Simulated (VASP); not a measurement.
Crystal: BaTe.

```
Ba Te
1.0
     5.42255    0.00000    0.00000
    -2.71128    4.69607    0.00000
     0.00000    0.00000    8.81722
Ba Te
2 2
Direct
  0.33333 0.66667 0.99671
  0.66667 0.33333 0.49671
  0.33333 0.66667 0.37329
  0.66667 0.33333 0.87329
```

- Program: VASP 6.6.1
- Task: relaxation of cell and atoms
- Functional: PBE
- Potentials or basis: VASP PAW PBE potentials, release 64 (Ba_sv, Te)
- Cutoff: 600 eV
- k mesh: 6 × 6 × 4
- Occupations: gaussian, width 0.02 eV
- Spin: no spin polarisation

At the start: pressure 1.6 GPa; volume 56.13 Å³/atom.

Task: Where does the relaxation end?

Result: Over 35 steps the energy falls by 152.2 meV/atom and the volume is 54.67 Å³/atom (-2.6 %); space group P6_3mc (No. 186, to 0.1 Å) before, P6_3/mmc (No. 194, to 0.1 Å).

Step by step:
| step | energy change (eV) | largest force (eV/Å) | pressure (GPa) | volume (Å³) |
| --- | --- | --- | --- | --- |
| 1 | 0.0000 | 0.0452 | 1.60 | 224.53 |
| 2 | -0.0843 | 0.0766 | -0.11 | 243.23 |
| 3 | -0.0846 | 0.0757 | -0.02 | 242.12 |
| 4 | -0.0869 | 0.0838 | -0.02 | 242.05 |
| 5 | -0.0932 | 0.1106 | -0.02 | 241.81 |
| 6 | -0.1036 | 0.1744 | -0.01 | 241.22 |
| 7 | -0.1168 | 0.3445 | -0.02 | 239.63 |
| 8 | -0.1101 | 0.8737 | 0.08 | 234.79 |
| 9 | -0.1103 | 0.8746 | 0.08 | 234.78 |
| 10 | -0.1110 | 0.8776 | 0.07 | 234.76 |
| 11 | -0.1124 | 0.8833 | 0.07 | 234.73 |
| 12 | -0.1151 | 0.8950 | 0.05 | 234.66 |
| 13 | -0.1205 | 0.9195 | 0.03 | 234.52 |
| 14 | -0.1312 | 0.9689 | -0.01 | 234.19 |
| 15 | -0.1495 | 1.0717 | -0.04 | 233.37 |
| 16 | -0.1421 | 1.2535 | 0.21 | 231.10 |
| 17 | -0.1511 | 1.1977 | 0.05 | 232.16 |
| 18 | -0.1794 | 1.1581 | 0.01 | 231.94 |
| 19 | -0.2296 | 0.9997 | 0.04 | 231.12 |
| 20 | -0.2288 | 0.9023 | 0.14 | 230.72 |
| 21 | -0.2811 | 0.7943 | -0.02 | 230.82 |
| 22 | -0.4044 | 0.5214 | -0.41 | 231.10 |
| 23 | -0.5338 | 0.1621 | -0.91 | 231.52 |
| 24 | -0.5287 | 0.0979 | -1.11 | 231.81 |
| 25 | -0.5593 | 0.0381 | -1.12 | 231.77 |
| 26 | -0.5608 | 0.0034 | -1.09 | 231.71 |
| 27 | -0.5851 | 0.0082 | -0.79 | 227.67 |
| 28 | -0.6077 | 0.0333 | -0.13 | 220.01 |
| 29 | -0.6081 | 0.0376 | -0.02 | 218.81 |
| 30 | -0.6081 | 0.0367 | -0.04 | 219.06 |
| 31 | -0.6082 | 0.0331 | -0.04 | 219.03 |
| 32 | -0.6086 | 0.0219 | -0.02 | 218.92 |
| 33 | -0.6086 | 0.0015 | 0.00 | 218.71 |
| 34 | -0.6087 | 0.0096 | -0.01 | 218.81 |
| 35 | -0.6088 | 0.0042 | 0.00 | 218.67 |

Final structure:
```
CELL_PARAMETERS angstrom
5.99495 0.00000 0.00000
-2.99747 5.19178 0.00000
0.00000 0.00000 7.02553
ATOMIC_POSITIONS crystal
Ba 0.33333 0.66667 0.93486
Ba 0.66667 0.33333 0.43486
Te 0.33333 0.66667 0.43514
Te 0.66667 0.33333 0.93514
```

Caveat: a cell axis changed by over 15 % at a fixed basis, so the end point is rough.
